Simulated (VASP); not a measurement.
A run of VASP 6.6.1:

INCAR

```
SYSTEM = Se
  PREC = Accurate
  ENCUT = 520
  EDIFF = 1E-6
  ISMEAR = -1
  SIGMA = 0.05
  LREAL = .FALSE.
  LASPH = .TRUE.
  NELM = 100
  ALGO = Normal
  ISIF = 2
  LWAVE = .FALSE.
  LCHARG = .FALSE.
  NBANDS = 13
```

Contents of KPOINTS:

```
Automatic mesh
0
G
  9 9 9
  0 0 0
```

Contents of POSCAR:

```
Se
1.0
    0.0000000000      2.9719609764      2.9719609764
    2.9719609764      0.0000000000      2.9719609764
    2.9719609764      2.9719609764      0.0000000000
Se
2
Direct
   -0.2375000000     -0.0875000000     -0.0875000000
    0.2375000000      0.0875000000      0.0875000000
```

Potentials or basis: VASP PAW LDA potentials, release 64 (Se).

Run with:

```sh
$ cat potpaw_LDA.64/Se/POTCAR > POTCAR
$ mpirun -np 1 vasp_std > vasp.out
```

Hardware: 1 thread of Intel(R) Xeon(R) Platinum 8488C (Sapphire Rapids), with other jobs on the host.

Task: Estimate the wall time of this run.

Result: Run time: 25 s on 1 thread of Intel(R) Xeon(R) Platinum 8488C (Sapphire Rapids), on a shared host, peak memory 0.17 GiB. Counts: scf iterations 11, k points 85.
